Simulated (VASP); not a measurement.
# SnO2 (Fm-3m) in VASP: single point with HSE06

Aim: the single point of SnO2 with HSE06.

All numbers are computed with VASP 6.6.1; they aren't measurements. Logs are shortened: lines on timing, memory, paths and dates and some standing lists are left out, and cuts for length are marked.

**1. The cell of the first run**

Symmetry: Fm-3m, No. 225, cubic system. The conventional cell has a = 4.864 Å, b = 4.864 Å, c = 4.864 Å, α = 90.00°, β = 90.00°, γ = 90.00°. Sn (site symmetry m-3m) has 8 O at 2.11 Å within 2.8 Å. O (site symmetry -43m) has 4 Sn at 2.11 Å and 6 O at 2.43 Å within 2.8 Å.

**2. Single point, HSE06 (strain -4.0%)**

POSCAR reads:

```
SnO2
1.0
    0.0000000000      2.4321282924      2.4321282924
    2.4321282924      0.0000000000      2.4321282924
    2.4321282924      2.4321282924      0.0000000000
Sn O
1 2
Direct
    0.0000000000      0.0000000000      0.0000000000
    0.2500000000      0.2500000000      0.2500000000
    0.7500000000      0.7500000000      0.7500000000
```

INCAR.step1 reads:

```
  PREC = Accurate
  ENCUT = 520
  EDIFF = 1E-5
  ISMEAR = 0
  SIGMA = 0.01
  LREAL = False
  LASPH = True
  NELM = 80
  ALGO = Normal
  ISIF = 2
  LWAVE = True
  GGA = PE
  NBANDS = 20
```

INCAR.step2 reads:

```
  PREC = Accurate
  ENCUT = 520
  EDIFF = 1E-6
  ISMEAR = 0
  SIGMA = 0.01
  LREAL = False
  LASPH = True
  NELM = 80
  ALGO = Normal
  ISIF = 2
  LWAVE = False
  LCHARG = True
  GGA = PE
  LHFCALC = True
  HFSCREEN = 0.2079
  PRECFOCK = Normal
  LELF = True
  LVHAR = True
  ISTART = 1
  NBANDS = 20
```

KPOINTS reads:

```
Automatic mesh
0
Gamma
  6 6 6
```

Potentials or basis: VASP PAW PBE potentials, release 64 (Sn_d, O).

The run is started by

```console
cat potpaw_PBE.64/Sn_d/POTCAR potpaw_PBE.64/O/POTCAR > POTCAR
cp INCAR.step1 INCAR
mpirun -np 1 vasp_std > vasp.out
cp INCAR.step2 INCAR
mpirun -np 1 vasp_std > vasp.out
```

OUTCAR:

```text
PREC = Accurate
   ENCUT = 520
   EDIFF = 1E-6
   ISMEAR = 0
   LREAL = False
   LASPH = True
   NELM = 80
   ISIF = 2
   GGA = PE
   LHFCALC = True
   HFSCREEN = 0.2079
   PRECFOCK = Normal
   ISTART = 1

 ion  position               nearest neighbor table
   1  0.000  0.000  0.000-   3 2.11   3 2.11   3 2.11   2 2.11   3 2.11   2 2.11   2 2.11   2 2.11

   2  0.250  0.250  0.250-   1 2.11   1 2.11   1 2.11   1 2.11
   3  0.750  0.750  0.750-   1 2.11   1 2.11   1 2.11   1 2.11

  LATTYP: Found a face centered cubic cell.
 ALAT       =     4.8642565848

  Lattice vectors:

 A1 = (   0.0000000000,   2.4321282924,   2.4321282924)
 A2 = (   2.4321282924,   0.0000000000,   2.4321282924)
 A3 = (   2.4321282924,   2.4321282924,   0.0000000000)

Analysis of symmetry for initial positions (statically):
=====================================================================
 Subroutine PRICEL returns:
 Original cell was already a primitive cell.

 Routine SETGRP: Setting up the symmetry group for a
 face centered cubic supercell.

 Subroutine GETGRP returns: Found 48 space group operations
 (whereof 48 operations were pure point group operations)
 out of a pool of 48 trial point group operations.

The static configuration has the point symmetry O_h .

Analysis of symmetry for dynamics (positions and initial velocities):
=====================================================================
 Subroutine PRICEL returns:
 Original cell was already a primitive cell.

 Routine SETGRP: Setting up the symmetry group for a
 face centered cubic supercell.

 Subroutine GETGRP returns: Found 48 space group operations
 (whereof 48 operations were pure point group operations)
 out of a pool of 48 trial point group operations.

The dynamic configuration has the point symmetry O_h .

 Subroutine INISYM returns: Found 48 space group operations
 (whereof 48 operations are pure point group operations),
 and found     1 'primitive' translations

----------------------------------------------------------------------------------------

                                     Primitive cell

  volume of cell :      28.7733

  direct lattice vectors                    reciprocal lattice vectors
     0.000000000  2.432128292  2.432128292    -0.205581260  0.205581260  0.205581260
     2.432128292  0.000000000  2.432128292     0.205581260 -0.205581260  0.205581260
     2.432128292  2.432128292  0.000000000     0.205581260  0.205581260 -0.205581260
[... 83 lines left out ...]
   ISIF   =      2    stress and relaxation
   ISYM   =      3    0-nonsym 1-usesym 2-fastsym
   POTIM  = 0.5000    time-step for ionic-motion
   TEBEG  =    0.0;   TEEND  =   0.0 temperature during run
   PSTRESS=    0.0 pullay stress
   NELECT =      26.0000    total number of electrons
   NUPDOWN=      -1.0000    fix difference up-down
   EMIN   =  10.00;   EMAX   =-10.00  energy-range for DOS
   EFERMI =   0.00;   METHOD = LEGACY
   ISMEAR =     0;   SIGMA  =   0.01  broadening in eV -4-tet -1-fermi 0-gaus
   EFERMI_NEDOS =   21; number of points for ismear=-14 and -15
   IALGO  =     38    algorithm
   IMIX   =      1    mixing-type and parameters
     AMIX     =   0.40;   BMIX     =  1.00
     AMIX_MAG =   1.60;   BMIX_MAG =  1.00
  volume/ion in A,a.u.               =       9.59        64.72
  Fermi-wavevector in a.u.,A,eV,Ry     =   1.582715  2.990898 34.082427  2.504988
  Thomas-Fermi vector in A             =   2.682596
   LORBIT       =      0    0 simple, 1 ext, 2 COOP (PROOUT), +10 PAW based schemes
   GGA     = PE    functional components
   LHFCALC =     T    Hartree Fock is set to
   PRECFOCK=normal    Normal, Fast or Accurate (Low or Medium for compatibility)
   ENCUT4O =  -1.0   cutoff for four orbital integrals eV
   NKREDX  =     1    reduce k-point grid by
   NKREDY  =     1    reduce k-point grid by
   NKREDZ  =     1    reduce k-point grid by
   AEXX    =    0.2500 exact exchange contribution
   HFSCREEN=    0.2079 screening length (either q_TF or 0.3 A-1)
   HFSCREENC=   0.2079 screening length for correlation (either q_TF or 0.3 A-1)
   ENCUTFOCK=  -1.0 apply spherical cutoff to Coloumb kernel
   IVDW    =     0    specifies the selected vdW correction
   LEPSILON=     F    determine dielectric tensor
   LRPA    =     F    only Hartree local field effects (RPA)
 non-spin polarized calculation
 Gauss-broadening in eV      SIGMA  =   0.01
  energy-cutoff  :      520.00
  volume of cell :       28.77
 maximum number of plane-waves:       786
 NGX is ok and might be reduce to    28
  NGX = 20; NGY = 20; NGZ = 20

 number of electron      25.9999999 magnetization

 Free energy of the ion-electron system (eV)
  ---------------------------------------------------
  ext. energy  EPLUGINS =         0.00000000
  ---------------------------------------------------
  free energy    TOTEN  =       -22.42465236 eV

  energy without entropy =      -22.42465236  energy(sigma->0) =      -22.42465236

 E-fermi :   8.8271     XC(G=0): -10.2865

 val. band max:        8.7827244451   @ k =  -0.3333   0.5000   0.1667
 cond. band min:      11.9729779775   @ k =   0.0000   0.0000   0.0000
 fundamental gap:      3.1902535324
 Fermi energy:         8.8270634815

 k-point     1 :       0.0000    0.0000    0.0000
  band No.  band energies     occupation
      1     -13.9199      2.00000
      2     -13.2643      2.00000
      3     -13.2643      2.00000
      4     -13.2643      2.00000
      5     -12.9197      2.00000
      6     -12.9197      2.00000
[... 357 lines left out ...]
     19      29.1821      0.00000
     20      29.4934      0.00000

------------------------ aborting loop because EDIFF is reached ----------------------------------------

  FORCE on cell =-STRESS in cart. coord.  units (eV):
  Direction    XX          YY          ZZ          XY          YZ          ZX
  --------------------------------------------------------------------------------------
  -------------------------------------------------------------------------------------
  Total        6.3839932      6.3839932      6.3839932      0.0000000     -0.0000000      0.0000000
  in kB      355.4786811    355.4786811    355.4786811      0.0000000     -0.0000000      0.0000000
  external PRESSURE =     355.4786811 kB  Pullay stress =       0.0000000 kB

 VOLUME and BASIS-vectors are now :
 -----------------------------------------------------------------------------
  energy-cutoff  :      520.00
  volume of cell :       28.77
      direct lattice vectors                 reciprocal lattice vectors
     0.000000000  2.432128292  2.432128292    -0.205581260  0.205581260  0.205581260
     2.432128292  0.000000000  2.432128292     0.205581260 -0.205581260  0.205581260
     2.432128292  2.432128292  0.000000000     0.205581260  0.205581260 -0.205581260

 POSITION                                       TOTAL-FORCE (eV/Angst)
 -----------------------------------------------------------------------------------
      0.00000      0.00000      0.00000        -0.000000      0.000000     -0.000000
      1.21606      1.21606      1.21606         0.000000      0.000000      0.000000
      3.64819      3.64819      3.64819        -0.000000     -0.000000     -0.000000
 -----------------------------------------------------------------------------------
    total drift:                                0.000002      0.000003      0.000002

  FREE ENERGIE OF THE ION-ELECTRON SYSTEM (eV)
  ---------------------------------------------------
  free  energy   TOTEN  =       -22.4246523616 eV

  energy  without entropy=      -22.4246523616  energy(sigma->0) =      -22.42465236
```

OUTCAR.step1:

```text
PREC = Accurate
   ENCUT = 520
   EDIFF = 1E-5
   ISMEAR = 0
   LREAL = False
[... 584 lines left out ...]
      0.00000      0.00000      0.00000         0.000000     -0.000000      0.000000
      1.21606      1.21606      1.21606        -0.000000     -0.000000     -0.000000
      3.64819      3.64819      3.64819         0.000000      0.000000      0.000000
 -----------------------------------------------------------------------------------
    total drift:                                0.000000      0.000000      0.000000

  FREE ENERGIE OF THE ION-ELECTRON SYSTEM (eV)
  ---------------------------------------------------
  free  energy   TOTEN  =       -17.2289126392 eV

  energy  without entropy=      -17.2289126392  energy(sigma->0) =      -17.22891264
```

Run time: 89 min. Hardware: 1 thread of Oxide Virtual Turin-like, shared host; peak memory 0.24 GiB.

Results:

```yaml
Free_energy: -22.4247 eV
Pressure: 35.5 GPa
Band_gap_on_the_k_mesh: 3.19 eV (least direct gap 4.94 eV)
```

Levels at points of the mesh, in eV from the valence-band top:
| k point | band 11 | band 12 | band 13 | band 14 | band 15 | band 16 |
| --- | --- | --- | --- | --- | --- | --- |
| (0.00, 0.00, 0.00) | -1.75 | -1.75 | -1.75 | 3.19 | 9.28 | 9.28 |
| (0.50, 0.00, 0.00) | -4.26 | -2.63 | -2.63 | 8.06 | 10.33 | 13.72 |
| (0.50, 0.50, 0.00) | -0.23 | -0.23 | -0.23 | 5.55 | 10.26 | 12.56 |

Caveat: the cell differs from its parent crystal (strain -4.0%); the cell stands under pressure; the structure was generated, so it needn't be the stable form of SnO2; the PAW data sets were made with another functional, which shifts forces and pressure a little; spin-orbit coupling is left out, which moves the levels of the heavy elements.
